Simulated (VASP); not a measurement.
A run of VASP 6.6.1:

The input POSCAR:

```
RbCaH3
1.0
    4.4699173121      0.0000000000      0.0000000000
    0.0000000000      4.4699173121      0.0000000000
    0.0000000000      0.0000000000      4.4699173121
Rb Ca H
1 1 3
Direct
    0.0000000000      0.0000000000      0.0000000000
    0.5000000000      0.5000000000      0.5000000000
    0.0000000000      0.5000000000      0.5000000000
    0.5000000000      0.0000000000      0.5000000000
    0.5000000000      0.5000000000      0.0000000000
```

The input INCAR.step1:

```
SYSTEM = RbCaH3
PREC = Accurate
ENCUT = 520
ISMEAR = 0
SIGMA = 0.01
LREAL = .FALSE.
LASPH = .TRUE.
NELM = 80
NBANDS = 19
GGA = PE
ALGO = Normal
EDIFF = 1E-4
LWAVE = .TRUE.
LCHARG = .FALSE.
```

The input INCAR.step2:

```
SYSTEM = RbCaH3
PREC = Accurate
ENCUT = 520
EDIFF = 1E-6
ISMEAR = 0
SIGMA = 0.01
LREAL = .FALSE.
LASPH = .TRUE.
NELM = 80
ALGO = Normal
ISIF = 2
LWAVE = .FALSE.
LCHARG = .FALSE.
METAGGA = R2SCAN
LMIXTAU = .TRUE.
NBANDS = 19
ISTART = 1
```

File KPOINTS:

```
regular mesh
0
G
  4 4 4
  0 0 0
```

Potentials or basis: VASP PAW PBE potentials, release 64 (Rb_sv, Ca_sv, H).

The run is started by

```bash
$ cat potpaw_PBE.64/Rb_sv/POTCAR potpaw_PBE.64/Ca_sv/POTCAR potpaw_PBE.64/H/POTCAR > POTCAR
$ cp INCAR.step1 INCAR
$ mpirun -np 1 vasp_std > vasp.out
$ cp INCAR.step2 INCAR
$ mpirun -np 1 vasp_std > vasp.out
```

Hardware: 1 thread of Intel(R) Xeon(R) Platinum 8259CL CPU @ 2.50GHz (Skylake/Cascade Lake), with other jobs on the host.

Task: How long does it take, and how much memory?

Result: Wall time 69 s on 1 thread of Intel(R) Xeon(R) Platinum 8259CL CPU @ 2.50GHz (Skylake/Cascade Lake) (shared host), peak memory 0.21 GiB. Counts: k points 10.
